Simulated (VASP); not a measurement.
# Y (Pm-3m) in VASP: a series of runs

Y is run at these levels: r2SCAN; tasks: single point.

All numbers are computed with VASP 6.6.1; they aren't measurements. Logs are shortened: lines on timing, memory, paths and dates and some standing lists are left out, and cuts for length are marked.

### Step 1. The cell of the first run

The structure is cubic, space group Pm-3m (No. 221). The conventional cell has a = 2.598 Å, b = 2.598 Å, c = 2.598 Å, α = 90.00°, β = 90.00°, γ = 90.00°. Within 3.4 Å of Y (site symmetry m-3m) lie 6 Y at 2.60 Å.

### Step 2. Single point, r2SCAN

Contents of POSCAR:

```
Y
1.0
    2.5978509216      0.0000000000      0.0000000000
    0.0000000000      2.5978509216      0.0000000000
    0.0000000000      0.0000000000      2.5978509216
Y
1
Direct
    0.0000000000      0.0000000000      0.0000000000
```

Contents of INCAR.step1:

```
PREC     = Accurate       # precision mode
ENCUT    = 520            # plane-wave cutoff, eV
ISMEAR   = -1             # smearing method
SIGMA    = 0.1            # smearing width, eV
LREAL    = F              # projectors in reciprocal space
LASPH    = T              # aspherical terms in the spheres
NELM     = 100            # most SCF steps
NBANDS   = 12             # bands
GGA      = PE             # functional
ALGO     = Normal         # electronic algorithm
EDIFF    = 1E-4           # SCF threshold, eV
LWAVE    = T              # write WAVECAR
LCHARG   = F              # write CHGCAR
```

Contents of INCAR.step2:

```
PREC     = Accurate       # precision mode
ENCUT    = 520            # plane-wave cutoff, eV
EDIFF    = 1E-7           # SCF threshold, eV
ISMEAR   = -1             # smearing method
SIGMA    = 0.1            # smearing width, eV
LREAL    = F              # projectors in reciprocal space
LASPH    = T              # aspherical terms in the spheres
NELM     = 100            # most SCF steps
ALGO     = Normal         # electronic algorithm
ISIF     = 2              # what is computed and relaxed
LWAVE    = F              # write WAVECAR
LCHARG   = F              # write CHGCAR
METAGGA  = R2SCAN         # meta-GGA
LMIXTAU  = T            
NBANDS   = 12             # bands
ISTART   = 1
```

Contents of KPOINTS:

```
regular mesh
0
Gamma
  12 12 12
```

Potentials or basis: VASP PAW PBE potentials, release 64 (Y_sv).

Started as:

```
$ cat potpaw_PBE.64/Y_sv/POTCAR > POTCAR
$ cp INCAR.step1 INCAR
$ mpirun -np 1 vasp_std > vasp.out
$ cp INCAR.step2 INCAR
$ mpirun -np 1 vasp_std > vasp.out
```

OUTCAR:

```text
PREC = Accurate
   ENCUT = 520
   EDIFF = 1E-7
   ISMEAR = -1
   LREAL = F
   LASPH = T
   NELM = 100
   ISIF = 2
   METAGGA = R2SCAN
   ISTART = 1

 ion  position               nearest neighbor table
   1  0.000  0.000  0.000-

  LATTYP: Found a simple cubic cell.
 ALAT       =     2.5978509216

  Lattice vectors:

 A1 = (   2.5978509216,   0.0000000000,   0.0000000000)
 A2 = (   0.0000000000,   2.5978509216,   0.0000000000)
 A3 = (   0.0000000000,   0.0000000000,   2.5978509216)

Analysis of symmetry for initial positions (statically):
=====================================================================
 Subroutine PRICEL returns:
 Original cell was already a primitive cell.

 Routine SETGRP: Setting up the symmetry group for a
 simple cubic supercell.

 Subroutine GETGRP returns: Found 48 space group operations
 (whereof 48 operations were pure point group operations)
 out of a pool of 48 trial point group operations.

The static configuration has the point symmetry O_h .

Analysis of symmetry for dynamics (positions and initial velocities):
=====================================================================
 Subroutine PRICEL returns:
 Original cell was already a primitive cell.

 Routine SETGRP: Setting up the symmetry group for a
 simple cubic supercell.

 Subroutine GETGRP returns: Found 48 space group operations
 (whereof 48 operations were pure point group operations)
 out of a pool of 48 trial point group operations.

The dynamic configuration has the point symmetry O_h .

 Subroutine INISYM returns: Found 48 space group operations
 (whereof 48 operations are pure point group operations),
 and found     1 'primitive' translations

----------------------------------------------------------------------------------------

                                     Primitive cell

  volume of cell :      17.5325

  direct lattice vectors                    reciprocal lattice vectors
     2.597850922  0.000000000  0.000000000     0.384933559  0.000000000  0.000000000
     0.000000000  2.597850922  0.000000000     0.000000000  0.384933559  0.000000000
     0.000000000  0.000000000  2.597850922     0.000000000  0.000000000  0.384933559

  length of vectors
     2.597850922  2.597850922  2.597850922     0.384933559  0.384933559  0.384933559

  position of ions in fractional coordinates (direct lattice)
     0.000000000  0.000000000  0.000000000

  ion indices of the primitive-cell ions
   primitive index   ion index
                 1           1

----------------------------------------------------------------------------------------

 KPOINTS: regular mesh

Automatic generation of k-mesh.
 Grid dimensions read from file:
 generate k-points for:   12   12   12

 Generating k-lattice:

  Cartesian coordinates                     Fractional coordinates (reciprocal lattice)
     0.032077797  0.000000000  0.000000000     0.083333333  0.000000000  0.000000000
     0.000000000  0.032077797  0.000000000     0.000000000  0.083333333  0.000000000
     0.000000000  0.000000000  0.032077797     0.000000000  0.000000000  0.083333333

  Length of vectors
     0.032077797  0.032077797  0.032077797

  Shift w.r.t. Gamma in fractional coordinates (k-lattice)
     0.000000000  0.000000000  0.000000000

 Subroutine IBZKPT returns following result:
 ===========================================

 Found     84 irreducible k-points:

 Following reciprocal coordinates:
            Coordinates               Weight
  0.000000  0.000000  0.000000      1.000000
  0.083333  0.000000  0.000000      6.000000
  0.166667  0.000000  0.000000      6.000000
  0.250000  0.000000  0.000000      6.000000
  0.333333  0.000000  0.000000      6.000000
  0.416667  0.000000  0.000000      6.000000
[... 16 lines left out ...]
  0.333333  0.333333  0.000000     12.000000
  0.416667  0.333333  0.000000     24.000000
 [... further k-points ...]
   k-points           NKPTS =     84   k-points in BZ     NKDIM =     84   number of bands    NBANDS=     12
   number of dos      NEDOS =    301   number of ions     NIONS =      1
   total plane-waves  NPLWV =   8000
   dimension x,y,z NGX =    20 NGY =   20 NGZ =   20
   dimension x,y,z NGXF=    40 NGYF=   40 NGZF=   40
   ions per type =               1
   NGX,Y,Z   is equivalent  to a cutoff of  12.80, 12.80, 12.80 a.u.
   NGXF,Y,Z  is equivalent  to a cutoff of  25.60, 25.60, 25.60 a.u.
 SYSTEM =  unknown system
   PREC   = accura    normal or accurate (medium, high low for compatibility)
   ISTART =      1    job   : 0-new  1-cont  2-samecut
   ICHARG =      0    charge: 1-file 2-atom 10-const
   ISPIN  =      1    spin polarized calculation?
   LNONCOLLINEAR =      F non collinear calculations
   LSORBIT =      F    spin-orbit coupling
   LASPH  =      T    aspherical Exc in radial PAW
   ENCUT  =  520.0 eV  38.22 Ry    6.18 a.u.   4.83  4.83  4.83*2*pi/ulx,y,z
   NELM   =    100;   NELMIN=  2; NELMDL=  0     # of ELM steps
   EDIFF  = 0.1E-06   stopping-criterion for ELM
   LREAL  =      F    real-space projection
   EDIFFG = 0.1E-05   stopping-criterion for IOM
   NSW    =      0    number of steps for IOM
   IBRION =     -1    ionic relax: 0-MD 1-quasi-New 2-CG
   NFREE  =      0    steps in history (QN), initial steepest desc. (CG)
   ISIF   =      2    stress and relaxation
   ISYM   =      2    0-nonsym 1-usesym 2-fastsym
   POTIM  = 0.5000    time-step for ionic-motion
   TEBEG  =    0.0;   TEEND  =   0.0 temperature during run
   PSTRESS=    0.0 pullay stress
   NELECT =      11.0000    total number of electrons
   NUPDOWN=      -1.0000    fix difference up-down
   EMIN   =  10.00;   EMAX   =-10.00  energy-range for DOS
   EFERMI =   0.00;   METHOD = LEGACY
   ISMEAR =    -1;   SIGMA  =   0.10  broadening in eV -4-tet -1-fermi 0-gaus
   EFERMI_NEDOS =   21; number of points for ismear=-14 and -15
   IALGO  =     38    algorithm
   IMIX   =      4    mixing-type and parameters
     AMIX     =   0.40;   BMIX     =  1.00
     AMIX_MAG =   1.60;   BMIX_MAG =  1.00
  volume/ion in A,a.u.               =      17.53       118.31
  Fermi-wavevector in a.u.,A,eV,Ry     =   1.401495  2.648441 26.724397  1.964188
  Thomas-Fermi vector in A             =   2.524350
   LORBIT       =      0    0 simple, 1 ext, 2 COOP (PROOUT), +10 PAW based schemes
   METAGGA = R2SCAN    functional components
   LHFCALC =     F    Hartree Fock is set to
   AEXX    =    0.0000 exact exchange contribution
   IVDW    =     0    specifies the selected vdW correction
   LEPSILON=     F    determine dielectric tensor
   LRPA    =     F    only Hartree local field effects (RPA)
 non-spin polarized calculation
  energy-cutoff  :      520.00
  volume of cell :       17.53
 maximum number of plane-waves:       487
 NGX is ok and might be reduce to    20
   NGX =  9   NGY =  9   NGZ =  9

 number of electron      10.9999998 magnetization

 Free energy of the ion-electron system (eV)
  ---------------------------------------------------
  ext. energy  EPLUGINS =         0.00000000
  ---------------------------------------------------
  free energy    TOTEN  =       -17.61487355 eV

  energy without entropy =      -17.57926622  energy(sigma->0) =      -17.59706988

 E-fermi :   7.0246     XC(G=0): -13.0965

 val. band max:        7.0099720925   @ k =   0.4167   0.0833   0.0833
 cond. band min:       7.0252683694   @ k =   0.2500   0.1667   0.0833
 fundamental gap:      0.0152962769
 Fermi energy:         7.0245802230

 k-point     1 :       0.0000    0.0000    0.0000
  band No.  band energies     occupation
      1     -37.6480      2.00000
      2     -14.6616      2.00000
      3     -14.6616      2.00000
      4     -14.6616      2.00000
      5       2.4369      2.00000
      6       4.9114      2.00000
      7       4.9114      2.00000
      8      17.2956      0.00000
      9      17.2956      0.00000
     10      17.2956      0.00000
     11      24.2827      0.00000
     12      24.2827      0.00000

 k-point     2 :       0.0833    0.0000    0.0000
  band No.  band energies     occupation
      1     -37.6015      2.00000
      2     -15.0118      2.00000
      3     -14.6323      2.00000
      4     -14.6323      2.00000
      5       2.7234      2.00000
      6       4.9974      2.00000
      7       5.3529      2.00000
      8      16.5740      0.00000
      9      16.5740      0.00000
     10      17.3393      0.00000
     11      23.1986      0.00000
     12      25.0081      0.00000

 k-point     3 :       0.1667    0.0000    0.0000
  band No.  band energies     occupation
      1     -37.4718      2.00000
      2     -15.8959      2.00000
      3     -14.5512      2.00000
      4     -14.5512      2.00000
      5       3.3726      2.00000
      6       5.2427      2.00000
      7       6.6462      1.95555
      8      15.0873      0.00000
      9      15.0873      0.00000
     10      17.4613      0.00000
     11      21.2462      0.00000
     12      25.9500      0.00000
[... 286 lines left out ...]
 k-point    23 :       0.3333    0.3333    0.0000
  band No.  band energies     occupation
      1     -36.5670      2.00000
      2     -17.4614      2.00000
      3     -17.3548      2.00000
      4     -14.0051      2.00000
      5       3.9423      2.00000
      6       7.2044      0.28409
      7      12.9866      0.00000
      8      13.0822      0.00000
      9      13.4787      0.00000
     10      13.5816      0.00000
     11      20.0620      0.00000
     12      23.6266      0.00000

 k-point    24 :       0.4167    0.3333    0.0000
  band No.  band energies     occupation
      1     -36.4271      2.00000
      2     -18.0451      2.00000
      3     -17.2634      2.00000
      4     -13.9244      2.00000
      5       3.1914      2.00000
      6       7.6200      0.00517
      7      12.5662      0.00000
      8      13.5512      0.00000
      9      13.6189      0.00000
     10      14.6158      0.00000
     11      20.2338      0.00000
     12      24.8384      0.00000

 [... further k-points ...]
[... 5 lines left out ...]
  --------------------------------------------------------------------------------------
  -------------------------------------------------------------------------------------
  Total        6.6362759      6.6362759      6.6362759      0.0000000      0.0000000     -0.0000000
  in kB      606.4462889    606.4462889    606.4462889      0.0000000      0.0000000     -0.0000000
  external PRESSURE =     606.4462889 kB  Pullay stress =       0.0000000 kB

 VOLUME and BASIS-vectors are now :
 -----------------------------------------------------------------------------
  energy-cutoff  :      520.00
  volume of cell :       17.53
      direct lattice vectors                 reciprocal lattice vectors
     2.597850922  0.000000000  0.000000000     0.384933559  0.000000000  0.000000000
     0.000000000  2.597850922  0.000000000     0.000000000  0.384933559  0.000000000
     0.000000000  0.000000000  2.597850922     0.000000000  0.000000000  0.384933559

 POSITION                                       TOTAL-FORCE (eV/Angst)
 -----------------------------------------------------------------------------------
      0.00000      0.00000      0.00000         0.000000      0.000000      0.000000
 -----------------------------------------------------------------------------------
    total drift:                               -0.000000      0.000000      0.000000

  FREE ENERGIE OF THE ION-ELECTRON SYSTEM (eV)
  ---------------------------------------------------
  free  energy   TOTEN  =       -17.6148735525 eV

  energy  without entropy=      -17.5792662162  energy(sigma->0) =      -17.59706988
```

Wall time 66 s (1 thread of Intel Xeon Platinum 8488C (Sapphire Rapids), shared host); peak memory 0.15 GiB.

What came out:

```yaml
Free_energy: -17.6149 eV
Pressure: 60.6 GPa
```

Levels at points of the mesh, in eV from the Fermi level:
```csv
k point,band 2,band 3,band 4,band 5,band 6,band 7,band 8,band 9
"(0.00, 0.00, 0.00)",-21.69,-21.69,-21.69,-4.59,-2.11,-2.11,10.27,10.27
"(0.50, 0.00, 0.00)",-25.88,-21.23,-21.23,-0.55,-0.52,2.18,4.32,4.32
"(0.50, 0.50, 0.00)",-25.08,-25.08,-20.81,-5.31,1.37,5.70,5.70,8.77
"(0.50, 0.50, 0.50)",-24.40,-24.40,-24.40,-2.68,-2.68,-2.68,5.59,14.49
```

Caveat: the PAW data sets were made with another functional, which shifts forces and pressure a little.

(Part 1 of 2 ends here.)
